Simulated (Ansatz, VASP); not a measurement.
GaP in VASP and in Ansatz

```
CELL_PARAMETERS angstrom
0.00000 2.72541 2.72541
2.72541 0.00000 2.72541
2.72541 2.72541 0.00000
ATOMIC_POSITIONS crystal
Ga 0.00000 0.00000 0.00000
P 0.25000 0.25000 0.25000
```

Alike in both runs: task single point; functional r2SCAN; k mesh 8 × 8 × 8; no spin polarisation.

|  | VASP | Ansatz |
| --- | --- | --- |
| version | VASP 6.6.1 | Ansatz 0.2.0 |
| potentials or method | VASP PAW PBE potentials, release 64 (Ga_d, P) | plane waves, PAW |
| plane-wave cutoff (eV) | 520 | 500 |
| occupations | gaussian, width 0.01 eV | fixed |
| valence electrons in the cell | 18 | 18 |

Ansatz gave:

- gap on the k mesh at the Fermi level (eV): 1.89
- pressure (GPa): 0.0

Q: Which values does VASP return?

A: gap on the k mesh at the Fermi level (eV): 1.90; pressure (GPa): 0.0.

VASP's potentials were made for PBE, not for r2SCAN.
